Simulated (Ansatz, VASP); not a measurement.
One calculation of Si3N4, two programs

Contents of INCAR:

```
PREC = Accurate ; ENCUT = 520
EDIFF = 1E-8 ; ISMEAR = -1
SIGMA = 0.02 ; LREAL = F
LASPH = T ; NELM = 80
ALGO = Normal ; ISIF = 2
LWAVE = F ; LCHARG = F
LEFG = T ; NBANDS = 45
```

File KPOINTS:

```
regular mesh
0
Gamma
  4 4 10
```

Contents of POSCAR:

```
Si3N4
1.0
    7.6020000000      0.0000000000      0.0000000000
   -3.8010000000      6.5835251196      0.0000000000
    0.0000000000      0.0000000000      2.9060000000
Si N
6 8
Direct
    0.7679630109      0.1740750249      0.2500000000
    0.5938879860      0.7679630109      0.7500000000
    0.8259249751      0.5938879860      0.2500000000
    0.2320369891      0.8259249751      0.7500000000
    0.4061120140      0.2320369891      0.2500000000
    0.1740750249      0.4061120140      0.7500000000
    0.0299534913      0.3298803413      0.2500000000
    0.7000731499      0.0299534913      0.7500000000
    0.6701196587      0.7000731499      0.2500000000
    0.9700465087      0.6701196587      0.7500000000
    0.2999268501      0.9700465087      0.2500000000
    0.3298803413      0.2999268501      0.7500000000
    0.6666666667      0.3333333333      0.2500000000
    0.3333333333      0.6666666667      0.7500000000
```

Input for Ansatz:

```yaml
crystal:
  lattice:
    - [7.602, 0.0, 0.0]
    - [-3.801, 6.5835251196, 0.0]
    - [0.0, 0.0, 2.906]
  atoms:
    - { symbol: Si, position: [0.7679630109, 0.1740750249, 0.25] }
    - { symbol: Si, position: [0.593887986, 0.7679630109, 0.75] }
    - { symbol: Si, position: [0.8259249751, 0.593887986, 0.25] }
    - { symbol: Si, position: [0.2320369891, 0.8259249751, 0.75] }
    - { symbol: Si, position: [0.406112014, 0.2320369891, 0.25] }
    - { symbol: Si, position: [0.1740750249, 0.406112014, 0.75] }
    - { symbol: "N", position: [0.0299534913, 0.3298803413, 0.25] }
    - { symbol: "N", position: [0.7000731499, 0.0299534913, 0.75] }
    - { symbol: "N", position: [0.6701196587, 0.7000731499, 0.25] }
    - { symbol: "N", position: [0.9700465087, 0.6701196587, 0.75] }
    - { symbol: "N", position: [0.2999268501, 0.9700465087, 0.25] }
    - { symbol: "N", position: [0.3298803413, 0.2999268501, 0.75] }
    - { symbol: "N", position: [0.6666666667, 0.3333333333, 0.25] }
    - { symbol: "N", position: [0.3333333333, 0.6666666667, 0.75] }
kpoints:
  mp_grid: { grid: [4, 4, 10] }
scf:
  occupations: { method: fermi_dirac, width: 0.02 }
hamiltonian:
  xc: lda
  pseudopotentials: { kind: paw, frozen_core: stored }
output:
  forces: true
  stress: true
  populations: true
  efg: { quadrupole_moments_barn: { "N": 0.02044 } }
```

Alike in both runs: task electric field gradients; functional LDA; k mesh 4 × 4 × 10; occupations fermi-dirac, width 0.02 eV; no spin polarisation.

|  | VASP | Ansatz |
| --- | --- | --- |
| version | VASP 6.6.1 | Ansatz 0.2.0 |
| potentials or method | VASP PAW LDA potentials, release 64 (Si, N) | plane-wave PAW, scalar-relativistic |
| plane-wave cutoff (eV) | 520 | 420 |
| valence electrons in the cell | 64 | 64 |

```tsv
	VASP	Ansatz	Ansatz less VASP
gap on the k mesh at the Fermi level (eV)	4.14	4.17	+0.028
pressure (GPa)	-2.8	-2.5	+0.24
traceless stress, the component that is largest in VASP (GPa)	-0.43	-0.38	+0.048
rms of the force components (eV/Å)	0.016	0.016	+0.0005
size of Vzz on the site where it differs most (V/Å²)	43.7	48.6	+4.86
```

Ansatz warns that its potentials were made for another functional, while VASP's fit it. LDA's correlation is that of Perdew and Zunger in VASP and of Perdew and Wang (1992) in Ansatz. Atom by atom the forces differ by 0.002 eV/Å (rms over components).
